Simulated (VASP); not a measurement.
# Sr2C (Fm-3m) in VASP: a series of runs

Aim: see how the results for Sr2C move with the level of theory and the settings. Levels: LDA, PBEsol, PBE. Tasks: single point.

Program: VASP 6.6.1. These are calculated values, not measurements. Logs are shortened: lines on timing, memory, paths and dates and some standing lists are left out, and cuts for length are marked.

**1. The cell of the first run**

It takes space group Fm-3m (No. 225, cubic). The conventional cell has a = 6.515 Å, b = 6.515 Å, c = 6.515 Å, α = 90.00°, β = 90.00°, γ = 90.00°. C (site symmetry m-3m) has 8 Sr at 2.82 Å within 3.7 Å. Within 3.7 Å of Sr (site symmetry -43m) lie 4 C at 2.82 Å and 6 Sr at 3.26 Å.

**2. Single point, LDA**

Input file INCAR:

```
SYSTEM = Sr2C
PREC = Accurate
ENCUT = 520
EDIFF = 1E-6
ISMEAR = -1
SIGMA = 0.02
LREAL = .False.
LASPH = .True.
NELM = 80
ALGO = Normal
ISIF = 2
LWAVE = .False.
LCHARG = .True.
LELF = .True.
LVHAR = .True.
NBANDS = 19
```

Input file KPOINTS:

```
regular mesh
0
Gamma
  6 6 6
  0 0 0
```

Input file POSCAR:

```
Sr2C
1.0
    0.0000000000      3.2574087846      3.2574087846
    3.2574087846      0.0000000000      3.2574087846
    3.2574087846      3.2574087846      0.0000000000
C Sr
1 2
Direct
    0.0000000000      0.0000000000      0.0000000000
    0.2500000000      0.2500000000      0.2500000000
    0.7500000000      0.7500000000      0.7500000000
```

Potentials or basis: VASP PAW LDA potentials, release 64 (C, Sr_sv).

Started as:

```bash
$ cat potpaw_LDA.64/C/POTCAR potpaw_LDA.64/Sr_sv/POTCAR > POTCAR
$ mpirun -np 1 vasp_std > vasp.out
```

OUTCAR:

```text
SYSTEM = Sr2C
   PREC = Accurate
   ENCUT = 520
   EDIFF = 1E-6
   ISMEAR = -1
   LREAL = .False.
   LASPH = .True.
   NELM = 80
   ISIF = 2

 ion  position               nearest neighbor table
   1  0.000  0.000  0.000-   2 2.82   3 2.82   3 2.82   3 2.82   3 2.82   2 2.82   2 2.82   2 2.82

   2  0.250  0.250  0.250-   1 2.82   1 2.82   1 2.82   1 2.82   3 3.26   3 3.26   3 3.26   3 3.26
                             3 3.26   3 3.26
   3  0.750  0.750  0.750-   1 2.82   1 2.82   1 2.82   1 2.82   2 3.26   2 3.26   2 3.26   2 3.26
                             2 3.26   2 3.26

  LATTYP: Found a face centered cubic cell.
 ALAT       =     6.5148175692

  Lattice vectors:

 A1 = (   0.0000000000,   3.2574087846,   3.2574087846)
 A2 = (   3.2574087846,   0.0000000000,   3.2574087846)
 A3 = (   3.2574087846,   3.2574087846,   0.0000000000)

Analysis of symmetry for initial positions (statically):
=====================================================================
 Subroutine PRICEL returns:
 Original cell was already a primitive cell.

 Routine SETGRP: Setting up the symmetry group for a
 face centered cubic supercell.

 Subroutine GETGRP returns: Found 48 space group operations
 (whereof 48 operations were pure point group operations)
 out of a pool of 48 trial point group operations.

The static configuration has the point symmetry O_h .

Analysis of symmetry for dynamics (positions and initial velocities):
=====================================================================
 Subroutine PRICEL returns:
 Original cell was already a primitive cell.

 Routine SETGRP: Setting up the symmetry group for a
 face centered cubic supercell.

 Subroutine GETGRP returns: Found 48 space group operations
 (whereof 48 operations were pure point group operations)
 out of a pool of 48 trial point group operations.

The dynamic configuration has the point symmetry O_h .

 Subroutine INISYM returns: Found 48 space group operations
 (whereof 48 operations are pure point group operations),
 and found     1 'primitive' translations

----------------------------------------------------------------------------------------

                                     Primitive cell

  volume of cell :      69.1269

  direct lattice vectors                    reciprocal lattice vectors
[... 77 lines left out ...]
   LASPH  =      T    aspherical Exc in radial PAW
   ENCUT  =  520.0 eV  38.22 Ry    6.18 a.u.   8.57  8.57  8.57*2*pi/ulx,y,z
   NELM   =     80;   NELMIN=  2; NELMDL= -5     # of ELM steps
   EDIFF  = 0.1E-05   stopping-criterion for ELM
   LREAL  =      F    real-space projection
   EDIFFG = 0.1E-04   stopping-criterion for IOM
   NSW    =      0    number of steps for IOM
   IBRION =     -1    ionic relax: 0-MD 1-quasi-New 2-CG
   NFREE  =      0    steps in history (QN), initial steepest desc. (CG)
   ISIF   =      2    stress and relaxation
   ISYM   =      2    0-nonsym 1-usesym 2-fastsym
   POTIM  = 0.5000    time-step for ionic-motion
   TEBEG  =    0.0;   TEEND  =   0.0 temperature during run
   PSTRESS=    0.0 pullay stress
   NELECT =      24.0000    total number of electrons
   NUPDOWN=      -1.0000    fix difference up-down
   EMIN   =  10.00;   EMAX   =-10.00  energy-range for DOS
   EFERMI =   0.00;   METHOD = LEGACY
   ISMEAR =    -1;   SIGMA  =   0.02  broadening in eV -4-tet -1-fermi 0-gaus
   EFERMI_NEDOS =   21; number of points for ismear=-14 and -15
   IALGO  =     38    algorithm
   IMIX   =      4    mixing-type and parameters
     AMIX     =   0.40;   BMIX     =  1.00
     AMIX_MAG =   1.60;   BMIX_MAG =  1.00
  volume/ion in A,a.u.               =      23.04       155.50
  Fermi-wavevector in a.u.,A,eV,Ry     =   1.150614  2.174345 18.012924  1.323913
  Thomas-Fermi vector in A             =   2.287277
   LORBIT       =      0    0 simple, 1 ext, 2 COOP (PROOUT), +10 PAW based schemes
   GGA     = CA    functional components
   LHFCALC =     F    Hartree Fock is set to
   AEXX    =    0.0000 exact exchange contribution
   IVDW    =     0    specifies the selected vdW correction
   LEPSILON=     F    determine dielectric tensor
   LRPA    =     F    only Hartree local field effects (RPA)
 non-spin polarized calculation
  energy-cutoff  :      520.00
  volume of cell :       69.13
 maximum number of plane-waves:      1874
 NGX is ok and might be reduce to    36
   NGX = 17   NGY = 17   NGZ = 17

 number of electron      24.0000000 magnetization

 Free energy of the ion-electron system (eV)
  ---------------------------------------------------
  ext. energy  EPLUGINS =         0.00000000
  ---------------------------------------------------
  free energy    TOTEN  =       -12.33978329 eV

  energy without entropy =      -12.33898446  energy(sigma->0) =      -12.33938388

 E-fermi :   3.3077     XC(G=0):  -9.8241

 val. band max:        3.1634310126   @ k =   0.5000   0.5000   0.0000
 cond. band min:       3.3078661178   @ k =   0.5000   0.5000   0.0000
 fundamental gap:      0.1444351052
 Fermi energy:         3.3077318521

 k-point     1 :       0.0000    0.0000    0.0000
  band No.  band energies     occupation
      1     -31.7861      2.00000
      2     -31.3932      2.00000
      3     -14.2005      2.00000
      4     -14.2005      2.00000
      5     -14.2005      2.00000
      6     -13.3509      2.00000
[... 329 lines left out ...]
      6     -13.5423      2.00000
[... 11 lines left out ...]
     18       7.9937      0.00000
     19       9.2960      0.00000

------------------------ aborting loop because EDIFF is reached ----------------------------------------

  FORCE on cell =-STRESS in cart. coord.  units (eV):
  Direction    XX          YY          ZZ          XY          YZ          ZX
  --------------------------------------------------------------------------------------
  -------------------------------------------------------------------------------------
  Total        0.1455833      0.1455833      0.1455833     -0.0000000      0.0000000     -0.0000000
  in kB        3.3742359      3.3742359      3.3742359     -0.0000000      0.0000000     -0.0000000
  external PRESSURE =       3.3742359 kB  Pullay stress =       0.0000000 kB

 VOLUME and BASIS-vectors are now :
 -----------------------------------------------------------------------------
  energy-cutoff  :      520.00
  volume of cell :       69.13
      direct lattice vectors                 reciprocal lattice vectors
     0.000000000  3.257408785  3.257408785    -0.153496240  0.153496240  0.153496240
     3.257408785  0.000000000  3.257408785     0.153496240 -0.153496240  0.153496240
     3.257408785  3.257408785  0.000000000     0.153496240  0.153496240 -0.153496240

 POSITION                                       TOTAL-FORCE (eV/Angst)
 -----------------------------------------------------------------------------------
      0.00000      0.00000      0.00000        -0.000000     -0.000000     -0.000000
      1.62870      1.62870      1.62870        -0.000000     -0.000000     -0.000000
      4.88611      4.88611      4.88611         0.000000      0.000000      0.000000
 -----------------------------------------------------------------------------------
    total drift:                                0.000000      0.000000      0.000000

  FREE ENERGIE OF THE ION-ELECTRON SYSTEM (eV)
  ---------------------------------------------------
  free  energy   TOTEN  =       -12.3397832896 eV

  energy  without entropy=      -12.3389844607  energy(sigma->0) =      -12.33938388
```

OSZICAR:

```text
N       E                     dE             d eps       ncg     rms          rms(c)
DAV:   1     0.120116795320E+03    0.12012E+03   -0.12176E+04   608   0.118E+03
DAV:   2    -0.607785404664E+01   -0.12619E+03   -0.12261E+03   740   0.259E+02
DAV:   3    -0.157844048256E+02   -0.97066E+01   -0.96520E+01  1039   0.555E+01
DAV:   4    -0.159396756629E+02   -0.15527E+00   -0.15516E+00   825   0.708E+00
DAV:   5    -0.159430870084E+02   -0.34113E-02   -0.34103E-02   911   0.802E-01    0.226E+01
DAV:   6    -0.128610857524E+02    0.30820E+01   -0.35572E+01   702   0.147E+01    0.254E+01
DAV:   7    -0.124412054199E+02    0.41988E+00   -0.43064E+00   752   0.544E+00    0.146E+01
DAV:   8    -0.123471691884E+02    0.94036E-01   -0.52260E-01   823   0.283E+00    0.927E-01
DAV:   9    -0.123397484755E+02    0.74207E-02   -0.65305E-02   795   0.658E-01    0.452E-01
DAV:  10    -0.123398321683E+02   -0.83693E-04   -0.99621E-04   889   0.172E-01    0.156E-01
DAV:  11    -0.123397823138E+02    0.49854E-04   -0.30484E-04   761   0.590E-02    0.264E-02
DAV:  12    -0.123397838149E+02   -0.15011E-05   -0.16288E-05   842   0.177E-02    0.134E-02
DAV:  13    -0.123397840174E+02   -0.20250E-06   -0.19332E-05   577   0.110E-02    0.798E-03
DAV:  14    -0.123397832896E+02    0.72779E-06   -0.61587E-06   572   0.587E-03
   1 F= -.12339783E+02 E0= -.12339384E+02  d E =-.798829E-03
```

Run time: 19 s. Hardware: 1 thread of AMD EPYC 9R14 (Zen 4), shared host; peak memory 0.15 GiB.

What came out:

| Quantity | Value |
| --- | --- |
| Free energy | -12.3398 eV |
| Pressure | 0.3 GPa |
| Band gap on the k mesh | zero (filled and empty bands touch) |

**3. Single point, PBEsol**

This run uses another cell than the first one, of 24.16 Å³/atom.

Input file INCAR:

```
PREC = Accurate
ENCUT = 520
EDIFF = 1E-6
ISMEAR = -1
SIGMA = 0.02
LREAL = False
LASPH = True
NELM = 80
ALGO = Normal
ISIF = 2
LWAVE = False
LCHARG = False
GGA = PS
NBANDS = 19
```

Input file KPOINTS:

```
Automatic mesh
0
Gamma
  6 6 6
```

Input file POSCAR:

```
Sr2C
1.0
    0.0000000000      3.3094495678      3.3094495678
    3.3094495678      0.0000000000      3.3094495678
    3.3094495678      3.3094495678      0.0000000000
C Sr
1 2
Direct
    0.0000000000      0.0000000000      0.0000000000
    0.2500000000      0.2500000000      0.2500000000
    0.7500000000      0.7500000000      0.7500000000
```

Potentials or basis: VASP PAW PBE potentials, release 64 (C, Sr_sv).

Started as:

```bash
$ cat potpaw_PBE.64/C/POTCAR potpaw_PBE.64/Sr_sv/POTCAR > POTCAR
$ mpirun -np 1 vasp_std > vasp.out
```

Run time: 20 s. Hardware: 1 thread of AMD EPYC 9R14 (Zen 4), shared host; peak memory 0.18 GiB.

The run converged. Its results:

```
Free energy            : -11.5735 eV
Pressure               : 0.2 GPa
Band gap on the k mesh : zero (bands 12 and 13 overlap by 0.01 eV)
```

Levels at points of the mesh, in eV from the Fermi level:
```
           k point  band 9  band 10  band 11  band 12  band 13  band 14  band 15  band 16
(0.00, 0.00, 0.00)   -8.31    -1.55    -1.55    -1.55    -0.01     1.20     1.20     5.31
(0.50, 0.00, 0.00)   -7.72    -1.65    -0.64    -0.64     1.98     2.72     2.72     3.78
(0.50, 0.50, 0.00)   -7.66    -2.11    -0.11     0.01     0.01     2.07     2.20     4.80
```

Caveat: the PAW data sets were made with another functional, which shifts forces and pressure a little.

**4. Single point, PBE**

This run uses another cell than the first one, of 25.52 Å³/atom.

Input file INCAR:

```
SYSTEM = Sr2C
PREC = Accurate ; ENCUT = 520
EDIFF = 1E-6 ; ISMEAR = -1
SIGMA = 0.02 ; LREAL = .FALSE.
LASPH = .TRUE. ; NELM = 80
ALGO = Normal ; ISIF = 2
LWAVE = .FALSE. ; LCHARG = .FALSE.
GGA = PE ; NBANDS = 19
```

Input file KPOINTS:

```
Automatic mesh
0
G
  6 6 6
  0 0 0
```

Input file POSCAR:

```
Sr2C
1.0
    0.0000000000      3.3700854238      3.3700854238
    3.3700854238      0.0000000000      3.3700854238
    3.3700854238      3.3700854238      0.0000000000
C Sr
1 2
Direct
    0.0000000000      0.0000000000      0.0000000000
    0.2500000000      0.2500000000      0.2500000000
    0.7500000000      0.7500000000      0.7500000000
```

Started as:

```bash
$ cat potpaw_PBE.64/C/POTCAR potpaw_PBE.64/Sr_sv/POTCAR > POTCAR
$ mpirun -np 1 vasp_std > vasp.out
```

It took 21 s on 1 thread of AMD EPYC 9R14 (Zen 4), shared host; peak memory 0.18 GiB.

The run converged. Its results:

```yaml
Free_energy: -10.6254 eV
Pressure: 0.2 GPa
Band_gap_on_the_k_mesh: zero (bands 12 and 13 overlap by 0.12 eV)
```

Levels at points of the mesh, in eV from the Fermi level:
| k point | band 10 | band 11 | band 12 | band 13 | band 14 | band 15 |
| --- | --- | --- | --- | --- | --- | --- |
| (0.00, 0.00, 0.00) | -1.37 | -1.37 | -1.37 | -0.11 | 1.31 | 1.31 |
| (0.50, 0.00, 0.00) | -1.63 | -0.56 | -0.56 | 1.99 | 2.69 | 2.69 |
| (0.50, 0.50, 0.00) | -2.00 | -0.06 | 0.01 | 0.01 | 2.06 | 2.25 |

**5. Overview**

```csv
level,potentials or basis,cell,gap on the mesh (eV),pressure (GPa)
LDA,"VASP PAW LDA potentials, release 64 (C, Sr_sv)","a = 4.607 Å, angles 60.0°, 3 atoms",none,0.3
PBEsol,"VASP PAW PBE potentials, release 64 (C, Sr_sv)","a = 4.680 Å, angles 60.0°, 3 atoms",none,0.2
PBE,"VASP PAW PBE potentials, release 64 (C, Sr_sv)","a = 4.766 Å, angles 60.0°, 3 atoms",none,0.2
```

Alike in all rows: task single point; no spin polarisation; k mesh 6 × 6 × 6; cutoff (eV) 520; smearing fermi-dirac 0.02 eV.

Caveats: the PAW data sets were made with another functional, which shifts forces and pressure a little (at least some runs).

Absolute energies hang on the potentials; compare differences alone.
